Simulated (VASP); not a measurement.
Crystal: Sr2FeCl.

```xyz
4
Lattice="1.9568 3.3892 0.0000 -1.9568 3.3892 0.0000 0.0000 -2.2595 7.0106" Properties=species:S:1:pos:R:3 pbc="T T T"
Fe    0.0000    2.2595    3.5053
Cl    0.0000    0.0000    0.0000
Sr    0.0000    0.0000    4.8541
Sr    0.0000    4.5190    2.1565
```

* Program: VASP 6.6.1
* Task: relaxation of cell and atoms
* Functional: PBE
* Potentials or basis: VASP PAW PBE potentials, release 64 (Fe, Cl, Sr_sv)
* Cutoff: 600 eV
* k mesh: 5 × 5 × 5
* Occupations: fermi-dirac, width 0.1 eV
* Spin: no spin polarisation

At the start: pressure 14.5 GPa; volume 23.25 Å³/atom.

**Question.** How do energy, volume and symmetry change on relaxing?

**Answer.** Over 11 steps the energy falls by 438.1 meV/atom and the volume is 28.66 Å³/atom (+23.3 %); space group R-3m (No. 166, to 0.05 Å).

Step by step:
| step | energy change (eV) | largest force (eV/Å) | pressure (GPa) | volume (Å³) |
| --- | --- | --- | --- | --- |
| 1 | 0.0000 | 3.0759 | 14.54 | 92.99 |
| 2 | -1.5698 | 0.6122 | -0.74 | 124.37 |
| 3 | -1.5700 | 0.5989 | -0.80 | 124.64 |
| 4 | -1.6312 | 0.4724 | -0.64 | 122.55 |
| 5 | -1.7242 | 0.1711 | -0.19 | 117.69 |
| 6 | -1.6605 | 0.6024 | 1.52 | 107.93 |
| 7 | -1.7444 | 0.0420 | 0.18 | 114.83 |
| 8 | -1.7449 | 0.0719 | 0.19 | 114.41 |
| 9 | -1.7501 | 0.0623 | -0.09 | 115.22 |
| 10 | -1.7508 | 0.0564 | -0.23 | 115.71 |
| 11 | -1.7523 | 0.0025 | -0.04 | 114.63 |

Final structure:
```
Fe Cl Sr
1.0
     2.00557    3.47374    0.00000
    -2.00557    3.47374    0.00000
     0.00000   -2.31583    8.22713
Fe Cl Sr
1 1 2
Direct
  0.50000 0.50000 0.50000
  0.00000 0.00000 0.00000
  0.24413 0.24413 0.73240
  0.75587 0.75587 0.26760
```

Caveat: the k points lie up to 0.37 Å⁻¹ apart in the final cell; the volume moved by over 15 % at a fixed basis, so the end points are rough; an odd number of electrons without spin polarisation forces a metal; a magnetic or distorted state may lie lower; the run has no spin polarisation, though such a crystal can be magnetic.
